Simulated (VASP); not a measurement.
Runs of VASP 6.6.1 on Ti. The structure is that of space group Im-3m (No. 229), or close to it. The cells are those of the table. This isn't the form of Ti at room conditions, which is hcp.

```csv
task,level,cell,k mesh,cutoff (eV),smearing,dipole correction,grid for exact exchange (PRECFOCK),share of exact exchange,tolerance level,purpose,gap on the mesh (eV),pressure (GPa)
relaxation of cell and atoms,B3LYP,"relaxed from a = 2.842 Å, angles 109.5°, 1 atom",6 × 6 × 6,600,fermi-dirac 0.05 eV,no,Normal,0.2,-,-,none,0.0
single point,PBE,"a = 2.842 Å, angles 109.5°, 1 atom",11 × 11 × 11,520,gaussian 0.016 eV,no,-,-,-,-,none,-3.1
single point,PBE0,"a = 2.823 Å, angles 109.5°, 1 atom",6 × 6 × 6,520,fermi-dirac 0.05 eV,no,Normal,0.25,-,-,none,-0.6
single point,PBE,"a = 2.842 Å, angles 109.5°, 1 atom",11 × 11 × 11,520,gaussian 0.022 eV,no,-,-,-,-,none,-3.1
single point,HF,"a = 2.881 Å, angles 109.5°, 1 atom",6 × 6 × 6,520,fermi-dirac 0.05 eV,no,Normal,1,-,-,none,(a)
single point,RPBE,"a = 2.842 Å, angles 109.5°, 1 atom",28 × 28 × 28,550,tetrahedron 0.1 eV,-,-,-,screening,density of states,none,-
single point,HSE06,"a = 2.825 Å, angles 109.5°, 1 atom",6 × 6 × 6,520,fermi-dirac 0.05 eV,no,Normal,0.25,-,-,none,-0.5
single point,"rpbe exchange, lyp correlation","a = 2.842 Å, angles 109.5°, 1 atom",11 × 11 × 11,500,fermi-dirac 0.025 eV,no,-,-,-,-,none,2.7
```

Alike in all rows: potentials or basis VASP PAW PBE potentials, release 64 (Ti_sv); no spin polarisation.

**Question.** Estimate the missing entries.

**Answer.** (a) -1.6.

Caveats: some runs use coarse meshes; the PAW data sets were made with another functional, which shifts forces and pressure a little (at least some runs); the cell stands under tension (at least some runs); tetrahedron occupations give inexact forces and stress in metals (at least some runs).

A gap of «none» marks levels without a gap at the run's occupations.
